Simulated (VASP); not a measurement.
# Li7B (Fm-3m) in VASP: single point with PBE

Aim: the single point of Li7B with PBE.

Everything below comes from runs of VASP 6.6.1. Logs are shortened: lines on timing, memory, paths and dates and some standing lists are left out, and cuts for length are marked.

## Step 1: The cell of the first run

The structure is cubic, space group Fm-3m (No. 225). The conventional cell has a = 8.202 Å, b = 8.202 Å, c = 8.202 Å, α = 90.00°, β = 90.00°, γ = 90.00°. Within 1.5 Å of Li (site symmetry 4mm) lie 1 B at 1.12 Å. Within 3.9 Å of Li (site symmetry m-3m) lie 6 Li at 2.98 Å. Within 1.5 Å of B (site symmetry m-3m) lie 6 Li at 1.12 Å.

The cell was generated, and may not be a known phase.

## Step 2: Single point, PBE

Input file INCAR:

```
ALGO = Normal
EDIFF = 1E-6
ENCUT = 1230
GGA = PE
GGA_COMPAT = F
ISIF = 2
ISMEAR = 0
LASPH = T
LCHARG = F
LREAL = F
LWAVE = F
NBANDS = 22
NELM = 120
PREC = Accurate
SIGMA = 0.1
```

Input file KPOINTS:

```
k-points
0
Gamma
  4 4 4
```

Input file POSCAR:

```
Li7B
1.0
    0.0000000000      4.1008489000      4.1008489000
    4.1008489000      0.0000000000      4.1008489000
    4.1008489000      4.1008489000      0.0000000000
Li B
7 1
Direct
    0.6368671400      0.3631328600      0.3631328600
    0.3631328600      0.6368671400      0.6368671400
    0.3631328600      0.6368671400      0.3631328600
    0.6368671400      0.3631328600      0.6368671400
    0.3631328600      0.3631328600      0.6368671400
    0.6368671400      0.6368671400      0.3631328600
    0.0000000000      0.0000000000      0.0000000000
    0.5000000000      0.5000000000      0.5000000000
```

Potentials or basis: VASP PAW PBE potentials, release 64 (Li_sv, B_h).

Started as:

```sh
> cat potpaw_PBE.64/Li_sv/POTCAR potpaw_PBE.64/B_h/POTCAR > POTCAR
> mpirun -np 1 vasp_std > vasp.out
```

OUTCAR:

```text
EDIFF = 1E-6
   ENCUT = 1230
   GGA = PE
   ISIF = 2
   ISMEAR = 0
   LASPH = T
   LREAL = F
   NELM = 120
   PREC = Accurate

 ion  position               nearest neighbor table
   1  0.637  0.363  0.363-   8 1.12   4 1.59   5 1.59   6 1.59   3 1.59   2 2.25
   2  0.363  0.637  0.637-   8 1.12   4 1.59   5 1.59   6 1.59   3 1.59   1 2.25
   3  0.363  0.637  0.363-   8 1.12   2 1.59   5 1.59   6 1.59   1 1.59   4 2.25
   4  0.637  0.363  0.637-   8 1.12   2 1.59   5 1.59   6 1.59   1 1.59   3 2.25
   5  0.363  0.363  0.637-   8 1.12   2 1.59   3 1.59   4 1.59   1 1.59   6 2.25
   6  0.637  0.637  0.363-   8 1.12   2 1.59   3 1.59   4 1.59   1 1.59   5 2.25
   7  0.000  0.000  0.000-
   8  0.500  0.500  0.500-   1 1.12   2 1.12   3 1.12   4 1.12   5 1.12   6 1.12

  LATTYP: Found a face centered cubic cell.
 ALAT       =     8.2016978000

  Lattice vectors:

 A1 = (   0.0000000000,   4.1008489000,   4.1008489000)
 A2 = (   4.1008489000,   0.0000000000,   4.1008489000)
 A3 = (   4.1008489000,   4.1008489000,   0.0000000000)

Analysis of symmetry for initial positions (statically):
=====================================================================
 Subroutine PRICEL returns:
 Original cell was already a primitive cell.

 Routine SETGRP: Setting up the symmetry group for a
 face centered cubic supercell.

 Subroutine GETGRP returns: Found 48 space group operations
 (whereof 48 operations were pure point group operations)
 out of a pool of 48 trial point group operations.

The static configuration has the point symmetry O_h .

Analysis of symmetry for dynamics (positions and initial velocities):
=====================================================================
 Subroutine PRICEL returns:
 Original cell was already a primitive cell.

 Routine SETGRP: Setting up the symmetry group for a
 face centered cubic supercell.

 Subroutine GETGRP returns: Found 48 space group operations
 (whereof 48 operations were pure point group operations)
 out of a pool of 48 trial point group operations.

The dynamic configuration has the point symmetry O_h .

 Subroutine INISYM returns: Found 48 space group operations
 (whereof 48 operations are pure point group operations),
 and found     1 'primitive' translations

----------------------------------------------------------------------------------------

                                     Primitive cell

  volume of cell :     137.9276

  direct lattice vectors                    reciprocal lattice vectors
     0.000000000  4.100848900  4.100848900    -0.121925975  0.121925975  0.121925975
     4.100848900  0.000000000  4.100848900     0.121925975 -0.121925975  0.121925975
     4.100848900  4.100848900  0.000000000     0.121925975  0.121925975 -0.121925975

  length of vectors
     5.799476132  5.799476132  5.799476132     0.211181983  0.211181983  0.211181983

  position of ions in fractional coordinates (direct lattice)
     0.636867140  0.363132860  0.363132860
     0.363132860  0.636867140  0.636867140
     0.363132860  0.636867140  0.363132860
     0.636867140  0.363132860  0.636867140
     0.363132860  0.363132860  0.636867140
     0.636867140  0.636867140  0.363132860
     0.000000000  0.000000000  0.000000000
     0.500000000  0.500000000  0.500000000

  ion indices of the primitive-cell ions
   primitive index   ion index
                 1           1
                 2           2
                 3           3
                 4           4
                 5           5
                 6           6
                 7           7
                 8           8

----------------------------------------------------------------------------------------

 KPOINTS: k-points

Automatic generation of k-mesh.
 Grid dimensions read from file:
 generate k-points for:    4    4    4

 Generating k-lattice:

  Cartesian coordinates                     Fractional coordinates (reciprocal lattice)
    -0.030481494  0.030481494  0.030481494     0.250000000  0.000000000  0.000000000
     0.030481494 -0.030481494  0.030481494     0.000000000  0.250000000  0.000000000
     0.030481494  0.030481494 -0.030481494     0.000000000  0.000000000  0.250000000

  Length of vectors
     0.052795496  0.052795496  0.052795496

  Shift w.r.t. Gamma in fractional coordinates (k-lattice)
     0.000000000  0.000000000  0.000000000

 Subroutine IBZKPT returns following result:
 ===========================================

 Found      8 irreducible k-points:

 Following reciprocal coordinates:
            Coordinates               Weight
  0.000000  0.000000  0.000000      1.000000
  0.250000  0.000000  0.000000      8.000000
  0.500000  0.000000  0.000000      4.000000
  0.250000  0.250000  0.000000      6.000000
  0.500000  0.250000  0.000000     24.000000
 -0.250000  0.250000  0.000000     12.000000
  0.500000  0.500000  0.000000      3.000000
 -0.250000  0.500000  0.250000      6.000000
   k-points           NKPTS =      8   k-points in BZ     NKDIM =      8   number of bands    NBANDS=     22
   number of dos      NEDOS =    301   number of ions     NIONS =      8
   total plane-waves  NPLWV = 343000
   dimension x,y,z NGX =    70 NGY =   70 NGZ =   70
   dimension x,y,z NGXF=   140 NGYF=  140 NGZF=  140
   ions per type =               7   1
   NGX,Y,Z   is equivalent  to a cutoff of  20.07, 20.07, 20.07 a.u.
   NGXF,Y,Z  is equivalent  to a cutoff of  40.13, 40.13, 40.13 a.u.
 SYSTEM =  unknown system
   PREC   = accura    normal or accurate (medium, high low for compatibility)
   ISTART =      0    job   : 0-new  1-cont  2-samecut
   ICHARG =      2    charge: 1-file 2-atom 10-const
   ISPIN  =      1    spin polarized calculation?
   LNONCOLLINEAR =      F non collinear calculations
   LSORBIT =      F    spin-orbit coupling
   LASPH  =      T    aspherical Exc in radial PAW
   ENCUT  = 1230.0 eV  90.40 Ry    9.51 a.u.  16.58 16.58 16.58*2*pi/ulx,y,z
   NELM   =    120;   NELMIN=  2; NELMDL= -5     # of ELM steps
   EDIFF  = 0.1E-05   stopping-criterion for ELM
   LREAL  =      F    real-space projection
   EDIFFG = 0.1E-04   stopping-criterion for IOM
   NSW    =      0    number of steps for IOM
   IBRION =     -1    ionic relax: 0-MD 1-quasi-New 2-CG
   NFREE  =      0    steps in history (QN), initial steepest desc. (CG)
   ISIF   =      2    stress and relaxation
   ISYM   =      2    0-nonsym 1-usesym 2-fastsym
   POTIM  = 0.5000    time-step for ionic-motion
   TEBEG  =    0.0;   TEEND  =   0.0 temperature during run
   PSTRESS=    0.0 pullay stress
   NELECT =      24.0000    total number of electrons
   NUPDOWN=      -1.0000    fix difference up-down
   EMIN   =  10.00;   EMAX   =-10.00  energy-range for DOS
   EFERMI =   0.00;   METHOD = LEGACY
   ISMEAR =     0;   SIGMA  =   0.10  broadening in eV -4-tet -1-fermi 0-gaus
   EFERMI_NEDOS =   21; number of points for ismear=-14 and -15
   IALGO  =     38    algorithm
   IMIX   =      4    mixing-type and parameters
     AMIX     =   0.40;   BMIX     =  1.00
     AMIX_MAG =   1.60;   BMIX_MAG =  1.00
  volume/ion in A,a.u.               =      17.24       116.35
  Fermi-wavevector in a.u.,A,eV,Ry     =   0.913962  1.727138 11.365308  0.835327
  Thomas-Fermi vector in A             =   2.038534
   LORBIT       =      0    0 simple, 1 ext, 2 COOP (PROOUT), +10 PAW based schemes
   GGA     = PE    functional components
   LHFCALC =     F    Hartree Fock is set to
   AEXX    =    0.0000 exact exchange contribution
   IVDW    =     0    specifies the selected vdW correction
   LEPSILON=     F    determine dielectric tensor
   LRPA    =     F    only Hartree local field effects (RPA)
 non-spin polarized calculation
 Gauss-broadening in eV      SIGMA  =   0.10
  energy-cutoff  :     1230.00
  volume of cell :      137.93
 maximum number of plane-waves:     13600
 NGX is ok and might be reduce to    70
   NGX = 33   NGY = 33   NGZ = 33

 number of electron      23.9999993 magnetization

 Free energy of the ion-electron system (eV)
  ---------------------------------------------------
  ext. energy  EPLUGINS =         0.00000000
  ---------------------------------------------------
  free energy    TOTEN  =        42.17603588 eV

  energy without entropy =       42.18582471  energy(sigma->0) =       42.18093029

 E-fermi :   0.3866     XC(G=0):  -6.6694

 val. band max:        0.3818998015   @ k =  -0.2500   0.5000   0.2500
 cond. band min:       0.5582770326   @ k =   0.5000   0.2500   0.0000
 fundamental gap:      0.1763772311
 Fermi energy:         0.3866363964

 k-point     1 :       0.0000    0.0000    0.0000
  band No.  band energies     occupation
      1     -48.5332      2.00000
      2     -47.4167      2.00000
      3     -46.7784      2.00000
      4     -46.7781      2.00000
      5     -46.7781      2.00000
      6     -45.5928      2.00000
[... 14 lines left out ...]
     21       5.4835      0.00000
     22       6.1621      0.00000

 k-point     2 :       0.2500    0.0000    0.0000
  band No.  band energies     occupation
      1     -48.5331      2.00000
      2     -47.4167      2.00000
      3     -46.7784      2.00000
      4     -46.7782      2.00000
      5     -46.7781      2.00000
      6     -45.5928      2.00000
[... 14 lines left out ...]
     21       5.5808      0.00000
     22       6.6401      0.00000

 k-point     3 :       0.5000    0.0000    0.0000
  band No.  band energies     occupation
      1     -48.5331      2.00000
      2     -47.4167      2.00000
      3     -46.7784      2.00000
      4     -46.7782      2.00000
      5     -46.7781      2.00000
      6     -45.5928      2.00000
[... 14 lines left out ...]
     21       4.9091      0.00000
     22       7.2827      0.00000

 k-point     4 :       0.2500    0.2500    0.0000
  band No.  band energies     occupation
      1     -48.5331      2.00000
      2     -47.4167      2.00000
      3     -46.7784      2.00000
      4     -46.7782      2.00000
      5     -46.7782      2.00000
      6     -45.5928      2.00000
[... 14 lines left out ...]
     21       6.7166      0.00000
     22       6.7167      0.00000

 k-point     5 :       0.5000    0.2500    0.0000
  band No.  band energies     occupation
      1     -48.5330      2.00000
      2     -47.4167      2.00000
      3     -46.7784      2.00000
      4     -46.7782      2.00000
      5     -46.7782      2.00000
      6     -45.5928      2.00000
[... 14 lines left out ...]
     21       6.0816      0.00000
     22       7.1251      0.00000

 k-point     6 :      -0.2500    0.2500    0.0000
  band No.  band energies     occupation
      1     -48.5331      2.00000
      2     -47.4167      2.00000
      3     -46.7784      2.00000
      4     -46.7782      2.00000
      5     -46.7781      2.00000
      6     -45.5928      2.00000
[... 14 lines left out ...]
     21       6.2886      0.00000
     22       6.3199      0.00000

 k-point     7 :       0.5000    0.5000    0.0000
  band No.  band energies     occupation
      1     -48.5330      2.00000
      2     -47.4167      2.00000
      3     -46.7784      2.00000
      4     -46.7782      2.00000
      5     -46.7782      2.00000
      6     -45.5929      2.00000
[... 14 lines left out ...]
     21       7.6716      0.00000
     22       7.7606      0.00000

 k-point     8 :      -0.2500    0.5000    0.2500
  band No.  band energies     occupation
      1     -48.5330      2.00000
      2     -47.4167      2.00000
      3     -46.7784      2.00000
      4     -46.7782      2.00000
      5     -46.7782      2.00000
      6     -45.5928      2.00000
[... 14 lines left out ...]
     21       6.9136      0.00000
     22       6.9139      0.00000

------------------------ aborting loop because EDIFF is reached ----------------------------------------

  FORCE on cell =-STRESS in cart. coord.  units (eV):
  Direction    XX          YY          ZZ          XY          YZ          ZX
  --------------------------------------------------------------------------------------
  -------------------------------------------------------------------------------------
  Total       67.0977476     67.0977476     67.0977476     -0.0000000      0.0000000      0.0000000
  in kB      779.4122466    779.4122466    779.4122466     -0.0000000      0.0000000      0.0000000
  external PRESSURE =     779.4122466 kB  Pullay stress =       0.0000000 kB

 VOLUME and BASIS-vectors are now :
 -----------------------------------------------------------------------------
  energy-cutoff  :     1230.00
  volume of cell :      137.93
      direct lattice vectors                 reciprocal lattice vectors
     0.000000000  4.100848900  4.100848900    -0.121925975  0.121925975  0.121925975
     4.100848900  0.000000000  4.100848900     0.121925975 -0.121925975  0.121925975
     4.100848900  4.100848900  0.000000000     0.121925975  0.121925975 -0.121925975

 POSITION                                       TOTAL-FORCE (eV/Angst)
 -----------------------------------------------------------------------------------
      2.97831      4.10085      4.10085       -30.725000      0.000000      0.000000
      5.22339      4.10085      4.10085        30.725000      0.000000      0.000000
      4.10085      2.97831      4.10085         0.000000    -30.725000      0.000000
      4.10085      5.22339      4.10085         0.000000     30.725000      0.000000
      4.10085      4.10085      2.97831         0.000000      0.000000    -30.725000
      4.10085      4.10085      5.22339         0.000000      0.000000     30.725000
      0.00000      0.00000      0.00000         0.000000      0.000000      0.000000
      4.10085      4.10085      4.10085         0.000000     -0.000000     -0.000000
 -----------------------------------------------------------------------------------
    total drift:                                0.000000      0.000000     -0.000000

  FREE ENERGIE OF THE ION-ELECTRON SYSTEM (eV)
  ---------------------------------------------------
  free  energy   TOTEN  =        42.1760358828 eV

  energy  without entropy=       42.1858247071  energy(sigma->0) =       42.18093029
```

It took 3.6 min on 1 thread of Intel Xeon Platinum 8375C at 2.90GHz (Ice Lake), shared host; peak memory 0.71 GiB.

What came out:

| Quantity | Value |
| --- | --- |
| Free energy | 42.1760 eV |
| Pressure | 77.9 GPa |
| Largest force | 30.725 eV/Å |
| Band gap on the k mesh | zero (bands 12 and 13 overlap by 0.02 eV) |

Forces in eV/Å, atoms in the order of the input:
```
Li  -30.725   0.000   0.000
Li   30.725   0.000   0.000
Li    0.000 -30.725   0.000
Li    0.000  30.725   0.000
Li    0.000   0.000 -30.725
Li    0.000   0.000  30.725
Li    0.000   0.000   0.000
B     0.000   0.000   0.000
```

Caveat: atoms lie so close that the PAW spheres overlap strongly, which falsifies energies and pressures; the cell stands under pressure; forces of over 1 eV/Å act on the atoms, so gaps and moduli don't describe the material at rest.

The gap in the log of VASP goes by the Fermi energy; the results here count the filled bands.